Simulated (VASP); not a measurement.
# Sc (Im-3m) in VASP: further runs

The runs below take Sc through single point, relaxation of cell and atoms, with LDA.

Everything below comes from runs of VASP 6.6.1. Logs are shortened: lines on timing, memory, paths and dates and some standing lists are left out, and cuts for length are marked.

**1. The cell of the first run**

The structure is cubic, space group Im-3m (No. 229). The conventional cell has a = 3.010 Å, b = 3.010 Å, c = 3.010 Å, α = 90.00°, β = 90.00°, γ = 90.00°. Sc (site symmetry m-3m) has 14 Sc at 2.61 to 3.01 Å within 3.4 Å.

This isn't the form of Sc at room conditions, which is hcp.

**2. Single point, LDA**

Contents of INCAR:

```
ALGO = Normal ; EDIFF = 1E-7
ENCUT = 520 ; GGA = CA
ISIF = 2 ; ISMEAR = -1
LASPH = T ; LCHARG = F
LREAL = F ; LWAVE = F
NBANDS = 12 ; NELM = 80
PREC = Accurate ; SIGMA = 0.08
```

Contents of KPOINTS:

```
k-points
0
Gamma
  18 18 18
```

Contents of POSCAR:

```
Sc
1.0
   -1.5052488909      1.5052488909      1.5052488909
    1.5052488909     -1.5052488909      1.5052488909
    1.5052488909      1.5052488909     -1.5052488909
Sc
1
Direct
    0.0000000000      0.0000000000      0.0000000000
```

Potentials or basis: VASP PAW LDA potentials, release 64 (Sc_sv).

Launch:

```bash
> cat potpaw_LDA.64/Sc_sv/POTCAR > POTCAR
> mpirun -np 1 vasp_std > vasp.out
```

OUTCAR:

```text
EDIFF = 1E-7
   ENCUT = 520
   GGA = CA
   ISIF = 2
   ISMEAR = -1
   LASPH = T
   LREAL = F
   NELM = 80
   PREC = Accurate

 ion  position               nearest neighbor table
   1  0.000  0.000  0.000-

  LATTYP: Found a body centered cubic cell.
 ALAT       =     3.0104977818

  Lattice vectors:

 A1 = (  -1.5052488909,   1.5052488909,   1.5052488909)
 A2 = (   1.5052488909,  -1.5052488909,   1.5052488909)
 A3 = (   1.5052488909,   1.5052488909,  -1.5052488909)

Analysis of symmetry for initial positions (statically):
=====================================================================
 Subroutine PRICEL returns:
 Original cell was already a primitive cell.

 Routine SETGRP: Setting up the symmetry group for a
 body centered cubic supercell.

 Subroutine GETGRP returns: Found 48 space group operations
 (whereof 48 operations were pure point group operations)
 out of a pool of 48 trial point group operations.

The static configuration has the point symmetry O_h .

Analysis of symmetry for dynamics (positions and initial velocities):
=====================================================================
 Subroutine PRICEL returns:
 Original cell was already a primitive cell.

 Routine SETGRP: Setting up the symmetry group for a
 body centered cubic supercell.

 Subroutine GETGRP returns: Found 48 space group operations
 (whereof 48 operations were pure point group operations)
 out of a pool of 48 trial point group operations.

The dynamic configuration has the point symmetry O_h .

 Subroutine INISYM returns: Found 48 space group operations
 (whereof 48 operations are pure point group operations),
 and found     1 'primitive' translations

----------------------------------------------------------------------------------------

                                     Primitive cell

  volume of cell :      13.6422

  direct lattice vectors                    reciprocal lattice vectors
    -1.505248891  1.505248891  1.505248891     0.000000000  0.332170981  0.332170981
     1.505248891 -1.505248891  1.505248891     0.332170981  0.000000000  0.332170981
     1.505248891  1.505248891 -1.505248891     0.332170981  0.332170981  0.000000000

  length of vectors
     2.607167557  2.607167557  2.607167557     0.469760706  0.469760706  0.469760706

  position of ions in fractional coordinates (direct lattice)
     0.000000000  0.000000000  0.000000000

  ion indices of the primitive-cell ions
[... 80 lines left out ...]
   ISIF   =      2    stress and relaxation
   ISYM   =      2    0-nonsym 1-usesym 2-fastsym
   POTIM  = 0.5000    time-step for ionic-motion
   TEBEG  =    0.0;   TEEND  =   0.0 temperature during run
   PSTRESS=    0.0 pullay stress
   NELECT =      11.0000    total number of electrons
   NUPDOWN=      -1.0000    fix difference up-down
   EMIN   =  10.00;   EMAX   =-10.00  energy-range for DOS
   EFERMI =   0.00;   METHOD = LEGACY
   ISMEAR =    -1;   SIGMA  =   0.08  broadening in eV -4-tet -1-fermi 0-gaus
   EFERMI_NEDOS =   21; number of points for ismear=-14 and -15
   IALGO  =     38    algorithm
   IMIX   =      4    mixing-type and parameters
     AMIX     =   0.40;   BMIX     =  1.00
     AMIX_MAG =   1.60;   BMIX_MAG =  1.00
  volume/ion in A,a.u.               =      13.64        92.06
  Fermi-wavevector in a.u.,A,eV,Ry     =   1.523740  2.879450 31.589766  2.321782
  Thomas-Fermi vector in A             =   2.632142
   LORBIT       =      0    0 simple, 1 ext, 2 COOP (PROOUT), +10 PAW based schemes
   GGA     = CA    functional components
   LHFCALC =     F    Hartree Fock is set to
   AEXX    =    0.0000 exact exchange contribution
   IVDW    =     0    specifies the selected vdW correction
   LEPSILON=     F    determine dielectric tensor
   LRPA    =     F    only Hartree local field effects (RPA)
 non-spin polarized calculation
  energy-cutoff  :      520.00
  volume of cell :       13.64
 maximum number of plane-waves:       382
   NGX =  9   NGY =  9   NGZ =  9

 number of electron      11.0000003 magnetization

 Free energy of the ion-electron system (eV)
  ---------------------------------------------------
  ext. energy  EPLUGINS =         0.00000000
  ---------------------------------------------------
  free energy    TOTEN  =        -5.35460910 eV

  energy without entropy =       -5.31755062  energy(sigma->0) =       -5.33607986

 E-fermi :   7.7709     XC(G=0): -12.8734

 val. band max:        7.7601132184   @ k =   0.3889   0.0000   0.0000
 cond. band min:       7.7744653765   @ k =  -0.3333   0.5000   0.0556
 fundamental gap:      0.0143521581
 Fermi energy:         7.7708638391

 k-point     1 :       0.0000    0.0000    0.0000
  band No.  band energies     occupation
      1     -40.1603      2.00000
      2     -17.7389      2.00000
      3     -17.7389      2.00000
      4     -17.7389      2.00000
      5       2.5081      2.00000
      6       9.9118      0.00000
      7       9.9118      0.00000
      8       9.9118      0.00000
      9      12.7121      0.00000
     10      12.7121      0.00000
     11      26.4636      0.00000
     12      26.4636      0.00000
[... 331 lines left out ...]
 k-point    24 :       0.3889    0.1111    0.0000
  band No.  band energies     occupation
      1     -39.4970      2.00000
      2     -20.0178      2.00000
      3     -18.5211      2.00000
      4     -17.8861      2.00000
      5       5.4013      2.00000
      6       7.6617      1.59291
      7      10.1936      0.00000
      8      12.7408      0.00000
      9      13.7759      0.00000
     10      16.0836      0.00000
     11      22.2030      0.00000
     12      23.3481      0.00000

 [... further k-points ...]

------------------------ aborting loop because EDIFF is reached ----------------------------------------

  FORCE on cell =-STRESS in cart. coord.  units (eV):
  Direction    XX          YY          ZZ          XY          YZ          ZX
  --------------------------------------------------------------------------------------
  -------------------------------------------------------------------------------------
  Total        5.2647628      5.2647628      5.2647628      0.0000000      0.0000000     -0.0000000
  in kB      618.3074096    618.3074096    618.3074096      0.0000000      0.0000000     -0.0000000
  external PRESSURE =     618.3074096 kB  Pullay stress =       0.0000000 kB

 VOLUME and BASIS-vectors are now :
 -----------------------------------------------------------------------------
  energy-cutoff  :      520.00
  volume of cell :       13.64
      direct lattice vectors                 reciprocal lattice vectors
    -1.505248891  1.505248891  1.505248891     0.000000000  0.332170981  0.332170981
     1.505248891 -1.505248891  1.505248891     0.332170981  0.000000000  0.332170981
     1.505248891  1.505248891 -1.505248891     0.332170981  0.332170981  0.000000000

 POSITION                                       TOTAL-FORCE (eV/Angst)
 -----------------------------------------------------------------------------------
      0.00000      0.00000      0.00000         0.000000     -0.000000     -0.000000
 -----------------------------------------------------------------------------------
    total drift:                                0.000000     -0.000000      0.000000

  FREE ENERGIE OF THE ION-ELECTRON SYSTEM (eV)
  ---------------------------------------------------
  free  energy   TOTEN  =        -5.3546091015 eV

  energy  without entropy=       -5.3175506247  energy(sigma->0) =       -5.33607986
```

OSZICAR:

```text
N       E                     dE             d eps       ncg     rms          rms(c)
DAV:   1     0.649619893768E+02    0.64962E+02   -0.51260E+03  4800   0.102E+03
DAV:   2    -0.461028902466E+01   -0.69572E+02   -0.67341E+02  4692   0.284E+02
DAV:   3    -0.564532114856E+01   -0.10350E+01   -0.10171E+01  6012   0.501E+01
DAV:   4    -0.565550476173E+01   -0.10184E-01   -0.10181E-01  6228   0.353E+00
DAV:   5    -0.565559472247E+01   -0.89961E-04   -0.89960E-04  5952   0.279E-01    0.127E+01
DAV:   6    -0.540623664705E+01    0.24936E+00   -0.29924E-01  6452   0.967E+00    0.552E+00
DAV:   7    -0.535779467769E+01    0.48442E-01   -0.80701E-02  7044   0.491E+00    0.859E-01
DAV:   8    -0.535461055846E+01    0.31841E-02   -0.51457E-03  5412   0.102E+00    0.371E-02
DAV:   9    -0.535460329594E+01    0.72625E-05   -0.77581E-05  7036   0.146E-01    0.123E-02
DAV:  10    -0.535460895725E+01   -0.56613E-05   -0.24545E-06  5860   0.154E-02    0.139E-03
DAV:  11    -0.535460910118E+01   -0.14393E-06   -0.31438E-08  3352   0.181E-03    0.343E-04
DAV:  12    -0.535460910150E+01   -0.31969E-09   -0.47764E-09  2516   0.110E-03
   1 F= -.53546091E+01 E0= -.53360799E+01  d E =-.370585E-01
```

stdout:

```text
POSCAR found type information on POSCAR Sc
 POSCAR found :  1 types and       1 ions
 scaLAPACK will be used
 LDA part: xc-table for (Slater(with rela. corr.)+CA(PZ))
 , standard interpolation
 POSCAR, INCAR and KPOINTS ok, starting setup
 FFT: planning ... GRIDC
 FFT: planning ... GRID_SOFT
 FFT: planning ... GRID
 WAVECAR not read
 entering main loop
```

It took 28 s on 1 thread of AMD EPYC 7R43 (Zen 3), shared host; peak memory 0.1 GiB.

What came out:

```
Free energy            : -5.3546 eV
Pressure               : 61.8 GPa
Band gap on the k mesh : zero (an odd number of electrons rules out a gap without spin polarisation)
```

Caveat: the cell stands under pressure.

**3. Single point, LDA**

Contents of INCAR:

```
  ALGO = Normal
  EDIFF = 1E-6
  ENCUT = 520
  GGA = CA
  ISIF = 2
  ISMEAR = -1
  LASPH = T
  LCHARG = F
  LREAL = F
  LWAVE = F
  NBANDS = 12
  NELM = 100
  PREC = Accurate
  SIGMA = 0.08
```

KPOINTS is that of step 2.

Contents of POSCAR:

```
Sc
1.0
   -1.5049889549      1.5049889549      1.5049889549
    1.5049889549     -1.5049889549      1.5049889549
    1.5049889549      1.5049889549     -1.5049889549
Sc
1
Direct
    0.0000000000      0.0000000000      0.0000000000
```

Potentials or basis: VASP PAW LDA potentials, release 64 (Sc_sv).

Launch:

```bash
> cat potpaw_LDA.64/Sc_sv/POTCAR > POTCAR
> mpirun -np 1 vasp_std > vasp.out
```

Wall time 25 s (1 thread of AMD EPYC 7R43 (Zen 3), shared host); peak memory 0.11 GiB.

It converged, with:

| Quantity | Value |
| --- | --- |
| Free energy | -5.3519 eV |
| Pressure | 61.9 GPa |
| Band gap on the k mesh | zero (an odd number of electrons rules out a gap without spin polarisation) |

Levels at points of the mesh, in eV from the Fermi level:
```csv
k point,band 3,band 4,band 5,band 6,band 7,band 8,band 9,band 10
"(0.00, 0.00, 0.00)",-25.51,-25.51,-5.26,2.14,2.14,2.14,4.94,4.94
"(0.50, 0.00, 0.00)",-26.20,-25.56,-2.84,-0.24,3.57,5.15,5.75,7.93
"(0.50, 0.50, 0.50)",-27.06,-27.06,-3.15,-3.15,7.25,7.25,7.25,11.86
```

Caveat: the cell stands under pressure.

**4. Relaxation of cell and atoms, LDA, target pressure 61 GPa, at which the enthalpy is minimised**

This run uses another cell than the first one, of 13.59 Å³/atom.

Contents of INCAR:

```
SYSTEM = Sc
PREC = Accurate
ENCUT = 600
EDIFF = 1E-7
ISMEAR = -1
SIGMA = 0.08
LREAL = .False.
LASPH = .True.
NELM = 100
ALGO = Normal
ISIF = 3
LWAVE = .False.
LCHARG = .False.
GGA = CA
IBRION = 2
NSW = 60
EDIFFG = -0.005
PSTRESS = 610.0
```

Contents of KPOINTS:

```
Automatic mesh
0
Gamma
  18 18 18
  0 0 0
```

Contents of POSCAR:

```
Sc
1.0
   -1.5032447941      1.5032447941      1.5032447941
    1.5032447941     -1.5032447941      1.5032447941
    1.5032447941      1.5032447941     -1.5032447941
Sc
1
Direct
    0.0000000000      0.0000000000      0.0000000000
```

Launch:

```bash
> cat potpaw_LDA.64/Sc_sv/POTCAR > POTCAR
> mpirun -np 1 vasp_std > vasp.out
```

Run time: 61 s. Hardware: 1 thread of AMD EPYC 7R43 (Zen 3), shared host; peak memory 0.12 GiB.

It converged, with:

| Item | Value |
| --- | --- |
| Free energy | -5.3784 eV |
| Relaxed volume | 13.70 Å³/atom |
| Relaxed cell | a = 2.611 Å, b = 2.611 Å, c = 2.611 Å, α = 109.47°, β = 109.47°, γ = 109.47° |
| Space group after relaxing (to 0.1 Å) | Im-3m (No. 229) |
| Energy change on relaxing (the run minimises the enthalpy) | -44.9 meV/atom |
| Ionic steps | 3 |
| Pressure after relaxing | 61.0 GPa |
| Band gap on the k mesh | zero (an odd number of electrons rules out a gap without spin polarisation) |

The path:
| step | energy change (eV) | largest force (eV/Å) | pressure (GPa) | volume (Å³) |
| --- | --- | --- | --- | --- |
| 1 | 0.0000 | 0.0000 | 62.71 | 13.59 |
| 2 | -0.1086 | 0.0000 | 58.54 | 13.87 |
| 3 | -0.0449 | 0.0000 | 60.99 | 13.70 |

Final structure:
```
Sc
1.0
    -1.50752    1.50752    1.50752
     1.50752   -1.50752    1.50752
     1.50752    1.50752   -1.50752
Sc
1
Direct
  0.00000 0.00000 0.00000
```

Levels at points of the mesh, in eV from the Fermi level:
```tsv
k point	band 3	band 4	band 5	band 6	band 7	band 8	band 9
(0.00, 0.00, 0.00)	-25.53	-25.53	-5.28	2.14	2.14	2.14	4.92
(0.50, 0.00, 0.00)	-26.22	-25.58	-2.83	-0.23	3.52	5.12	5.72
(0.50, 0.50, 0.50)	-27.06	-27.06	-3.12	-3.12	7.22	7.22	7.22
```

Caveat: the cell is relaxed towards a set pressure, so the run minimises the enthalpy, not the energy.

**5. Relaxation of cell and atoms, LDA, target pressure 61 GPa, at which the enthalpy is minimised**

Contents of INCAR:

```
SYSTEM = Sc
PREC = Accurate ; ENCUT = 600
EDIFF = 1E-6 ; ISMEAR = -1
SIGMA = 0.08 ; LREAL = .FALSE.
LASPH = .TRUE. ; NELM = 60
ALGO = Normal ; ISIF = 3
LWAVE = .FALSE. ; LCHARG = .FALSE.
IBRION = 2 ; NSW = 32
EDIFFG = -0.005 ; PSTRESS = 610.0
```

Contents of KPOINTS:

```
regular mesh
0
G
  18 18 18
  0 0 0
```

Contents of POSCAR:

```
Sc
1.0
   -1.5052488910      1.5052488910      1.5052488910
    1.5052488910     -1.5052488910      1.5052488910
    1.5052488910      1.5052488910     -1.5052488910
Sc
1
Direct
    0.0000000000      0.0000000000      0.0000000000
```

Launch:

```bash
> cat potpaw_LDA.64/Sc_sv/POTCAR > POTCAR
> mpirun -np 1 vasp_std > vasp.out
```

Wall time 49 s (1 thread of AMD EPYC 7R43 (Zen 3), shared host); peak memory 0.12 GiB.

The run converged. Its results:

```
Free energy                                                : -5.3779 eV
Relaxed volume                                             : 13.70 Å³/atom
Relaxed cell                                               : a = 2.611 Å, b = 2.611 Å, c = 2.611 Å, α = 109.47°, β = 109.47°, γ = 109.47°
Space group after relaxing (to 0.1 Å)                      : Im-3m (No. 229)
Energy change on relaxing (the run minimises the enthalpy) : -23.2 meV/atom
Ionic steps                                                : 3
Pressure after relaxing                                    : 61.0 GPa
Band gap on the k mesh                                     : zero (an odd number of electrons rules out a gap without spin polarisation)
```

Step by step:
```tsv
step	energy change (eV)	largest force (eV/Å)	pressure (GPa)	volume (Å³)
1	0.0000	0.0000	61.91	13.64
2	-0.0580	0.0000	59.73	13.80
3	-0.0232	0.0000	60.99	13.70
```

Final structure:
```cif
data_structure
_symmetry_space_group_name_H-M 'P 1'
_symmetry_Int_Tables_number 1
_cell_length_a 2.6110
_cell_length_b 2.6110
_cell_length_c 2.6110
_cell_angle_alpha 109.471
_cell_angle_beta 109.471
_cell_angle_gamma 109.471
_cell_volume 13.70
loop_
_atom_site_label
_atom_site_type_symbol
_atom_site_fract_x
_atom_site_fract_y
_atom_site_fract_z
_atom_site_occupancy
Sc1 Sc 0.00000 0.00000 0.00000 1
```

Levels at points of the mesh, in eV from the Fermi level:
```
           k point  band 4  band 5  band 6  band 7  band 8  band 9
(0.00, 0.00, 0.00)  -25.53   -5.28    2.14    2.14    2.14    4.92
(0.50, 0.00, 0.00)  -25.58   -2.83   -0.23    3.52    5.12    5.72
(0.50, 0.50, 0.50)  -27.06   -3.12   -3.12    7.22    7.22    7.22
```

Caveat: the cell is relaxed towards a set pressure, so the run minimises the enthalpy, not the energy.

**6. Summary**

| task | cell | cutoff (eV) | gap on the mesh (eV) | pressure (GPa) |
| --- | --- | --- | --- | --- |
| single point | a = 2.607 Å, angles 109.5°, 1 atom | 520 | none | 61.9 |
| relaxation of cell and atoms | relaxed to 61 GPa from a = 2.604 Å, angles 109.5°, 1 atom | 600 | none | 61.0 |
| relaxation of cell and atoms | relaxed to 61 GPa from a = 2.607 Å, angles 109.5°, 1 atom | 600 | none | 61.0 |

Alike in all rows: level LDA; potentials or basis VASP PAW LDA potentials, release 64 (Sc_sv); no spin polarisation; k mesh 18 × 18 × 18; smearing fermi-dirac 0.08 eV.

Caveats: the cell is relaxed towards a set pressure, so the run minimises the enthalpy, not the energy (at least some runs); the cell stands under pressure (at least some runs).

Total energies depend on the potentials used, so only differences within one code and one set of settings carry meaning.
